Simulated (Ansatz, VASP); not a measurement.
## Li2S in VASP and in Ansatz

```xyz
3
Lattice="0.0000 2.7812 2.7812 2.7812 0.0000 2.7812 2.7812 2.7812 0.0000" Properties=species:S:1:pos:R:3 pbc="T T T"
Li    1.3906    1.3906    1.3906
Li    4.1717    4.1717    4.1717
S     0.0000    0.0000    0.0000
```

Alike in both runs: task single point; functional PBEsol; k mesh 8 × 8 × 8; occupations gaussian, width 0.02 eV; no spin polarisation.

|  | VASP | Ansatz |
| --- | --- | --- |
| version | VASP 6.6.1 | Ansatz 0.2.0 |
| potentials or method | VASP PAW PBE potentials, release 64 (Li_sv, S), cutoff 750 eV | scalar-relativistic, plane waves, PAW |
| valence electrons in the cell | 12 | 12 |

|  | VASP | Ansatz | Ansatz less VASP |
| --- | --- | --- | --- |
| gap on the k mesh at the Fermi level (eV) | 3.16 | 3.16 | 0.000 |
| least direct gap on the mesh (eV) | 4.47 | 4.47 | -0.001 |
| pressure (GPa) | 2.3 | 2.3 | +0.03 |

VASP's potentials were made for PBE, not for PBEsol. With one functional, cell and mesh, what is left measures potentials, basis and numerics.
